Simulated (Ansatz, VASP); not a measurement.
## Mg2Si3N: VASP beside Ansatz

```
Mg Si N
1.0
     3.21858    0.00000    0.00000
    -1.60929    2.78737    0.00000
     0.00000    0.00000   10.20581
Mg Si N
2 3 1
Direct
  0.66667 0.33333 0.89850
  0.33333 0.66667 0.10150
  0.33333 0.66667 0.66257
  0.00000 0.00000 0.50000
  0.66667 0.33333 0.33743
  0.00000 0.00000 0.00000
```

Alike in both runs: functional PBE; k mesh 12 × 12 × 4; occupations gaussian, width 0.1 eV; no spin polarisation.

Ansatz relaxed the structure, and its values are those at the end. VASP's run is a single point on that final structure, the one shown.

|  | VASP | Ansatz |
| --- | --- | --- |
| version | VASP 6.6.1 | Ansatz 0.2.0 |
| potentials or method | VASP PAW PBE potentials, release 64 (Mg, Si, N), cutoff 520 eV | scalar-relativistic, plane waves, PAW |
| valence electrons in the cell | 21 | 37 |

Ansatz gave:

| Quantity | Value |
| --- | --- |
| gap on the k mesh at the Fermi level (eV) | none |
| pressure (GPa) | 0.0 |
| rms of the force components (eV/Å) | 0.000 |

Which values does VASP return?

gap on the k mesh at the Fermi level (eV): none; pressure (GPa): -0.2; rms of the force components (eV/Å): 0.012.

A gap of «none» marks a metal or a gap that the smearing closes. The functional is the same, so the differences come from potentials, cutoffs and numerics. VASP's potentials hold 21 valence electrons a cell and Ansatz's 37, so a difference there can come from the potentials and not from the codes.
